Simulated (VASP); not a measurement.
A run of VASP 6.6.1 is set up as follows.

File INCAR:

```
ALGO = Normal ; EDIFF = 1E-6
ENCUT = 520 ; GGA = PE
ISIF = 2 ; ISMEAR = 0
LASPH = T ; LCHARG = F
LREAL = F ; LWAVE = F
NBANDS = 13 ; NELM = 100
PREC = Accurate ; SIGMA = 0.15
```

The input KPOINTS:

```
k-points
0
Gamma
  22 22 22
```

Contents of POSCAR:

```
Ru
1.0
    0.0000000000      1.8528565560      1.8528565560
    1.8528565560      0.0000000000      1.8528565560
    1.8528565560      1.8528565560      0.0000000000
Ru
1
Direct
    0.0000000000      0.0000000000      0.0000000000
```

Potentials or basis: VASP PAW PBE potentials, release 64 (Ru_pv).

The run is started by

```console
$ cat potpaw_PBE.64/Ru_pv/POTCAR > POTCAR
$ mpirun -np 1 vasp_std > vasp.out
```

(1) Estimate the band gap on the k mesh.

(2) Estimate the pressure.

Answers

(1) zero (band 7 reaches 16.49 eV, above the bottom of band 8 at 12.53 eV).

(2) 31.4 GPa.
